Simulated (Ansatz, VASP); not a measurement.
# AlN: VASP beside Ansatz

```
CELL_PARAMETERS angstrom
0.00000 2.15838 2.15838
2.15838 0.00000 2.15838
2.15838 2.15838 0.00000
ATOMIC_POSITIONS crystal
Al 0.00000 0.00000 0.00000
N 0.75000 0.75000 0.75000
```

Alike in both runs: task single point; functional PBEsol; k mesh 10 × 10 × 10; occupations gaussian, width 0.02 eV; no spin polarisation.

```csv
,VASP,Ansatz
version,VASP 6.6.1,Ansatz 0.2.0
potentials or method,"VASP PAW PBE potentials, release 64 (Al, N), cutoff 520 eV","scalar-relativistic, plane waves, PAW"
valence electrons in the cell,8,8
```

|  | VASP | Ansatz | Ansatz less VASP |
| --- | --- | --- | --- |
| gap on the k mesh at the Fermi level (eV) | 3.20 | 3.21 | +0.010 |
| least direct gap on the mesh (eV) | 4.45 | 4.43 | -0.017 |
| pressure (GPa) | 9.2 | 9.1 | -0.05 |

VASP's potentials were made for PBE, not for PBEsol. With one functional, cell and mesh, what is left measures potentials, basis and numerics.
